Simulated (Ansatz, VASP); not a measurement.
# MgSi3N: VASP beside Ansatz

```
Mg Si N
1.0
     2.35426   -4.13249    0.00000
     2.35426    4.13249    0.00000
     0.00000    0.00000    5.17378
Mg Si N
1 3 1
Direct
  0.00000 0.00000 0.50000
  0.71013 0.28987 0.00000
  0.28987 0.71013 0.00000
  0.00000 0.00000 0.00000
  0.50000 0.50000 0.00000
```

Alike in both runs: functional PBE; k mesh 4 × 4 × 4; occupations gaussian, width 0.1 eV; no spin polarisation.

Ansatz relaxed the structure, and its values are those at the end. VASP's run is a single point on that final structure, the one shown.

```csv
,VASP,Ansatz
version,VASP 6.6.1,Ansatz 0.2.0
potentials or method,"VASP PAW PBE potentials, release 64 (Mg, Si, N), cutoff 520 eV","scalar-relativistic, plane waves, PAW"
valence electrons in the cell,19,27
```

Ansatz gave:

- gap on the k mesh at the Fermi level (eV): none
- pressure (GPa): -0.1
- rms of the force components (eV/Å): 0.014

Problem. Which values does VASP return?

Solution. gap on the k mesh at the Fermi level (eV): none; pressure (GPa): -0.1; rms of the force components (eV/Å): 0.017.

A gap of «none» marks a metal or a gap that the smearing closes. With one functional, cell and mesh, what is left measures potentials, basis and numerics. VASP's potentials hold 19 valence electrons a cell and Ansatz's 27, so a difference there can come from the potentials and not from the codes.

The k mesh is coarse, so the values compare programs but aren't converged.
